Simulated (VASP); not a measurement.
**K: single point with LDA**

K:

```
CELL_PARAMETERS angstrom
3.46737 0.00000 0.00000
0.00000 3.46737 0.00000
0.00000 0.00000 3.46737
ATOMIC_POSITIONS crystal
K 0.00000 0.00000 0.00000
```

This cell differs from its parent crystal: volume scaled by 0.6.

```yaml
Program: VASP 6.6.1
Task: single point
Functional: LDA
Potentials_or_basis: VASP PAW LDA potentials, release 64 (K_sv)
Cutoff: 500 eV
k_mesh: 9 × 9 × 9
Occupations: fermi-dirac, width 0.05 eV
Spin: no spin polarisation
Dipole_correction: no
Further_INCAR_settings: ALGO = Normal; EDIFF = 1e-06; NBANDS = 10
```

```json
{
 "Pressure": "4.5 GPa"
}
```

Levels at points of the mesh, in eV from the Fermi level:
```
           k point  band 3  band 4  band 5  band 6  band 7  band 8
(0.00, 0.00, 0.00)  -15.50  -15.50   -3.02    2.49    2.49    7.58
```

Run time: 15 s on 1 thread of AMD EPYC 7R13 (shared host), peak memory 0.11 GiB.
